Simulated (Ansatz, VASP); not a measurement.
One calculation of HfN, two programs

```
CELL_PARAMETERS angstrom
3.19047 0.00000 0.00000
0.00000 3.19047 0.00000
0.00000 0.00000 23.02400
ATOMIC_POSITIONS crystal
Hf 0.00000 0.00000 0.30403
Hf 0.50000 0.50000 0.40202
Hf 0.00000 0.00000 0.50000
Hf 0.50000 0.50000 0.59798
Hf 0.00000 0.00000 0.69597
N 0.50000 0.50000 0.30403
N 0.00000 0.00000 0.40202
N 0.50000 0.50000 0.50000
N 0.00000 0.00000 0.59798
N 0.50000 0.50000 0.69597
```

Alike in both runs: task single point; functional LDA; k mesh 5 × 5 × 1; no spin polarisation.

```csv
,VASP,Ansatz
version,VASP 6.6.1,Ansatz 0.2.0
potentials or method,"VASP PAW LDA potentials, release 64 (Hf_pv, N)","plane waves, PAW"
plane-wave cutoff (eV),520,420
occupations,"methfessel-paxton of order 1, width 0.1 eV",cold
valence electrons in the cell,75,155
```

Ansatz gave:

```
gap on the k mesh at the Fermi level (eV) : none
rms of the force components (eV/Å)        : 0.596
```

Q: Which values does VASP return?

A: gap on the k mesh at the Fermi level (eV): none; rms of the force components (eV/Å): 0.589.

LDA's correlation is that of Perdew and Zunger in VASP and of Perdew and Wang (1992) in Ansatz. A gap of «none» marks a metal or a gap that the smearing closes. VASP's potentials hold 75 valence electrons a cell and Ansatz's 155, so a difference there can come from the potentials and not from the codes. Ansatz's warnings: vacuum density over bound, xc potential rough in thin density.

The k mesh is coarse, so the values compare programs but aren't converged. Spin-orbit coupling is off throughout.
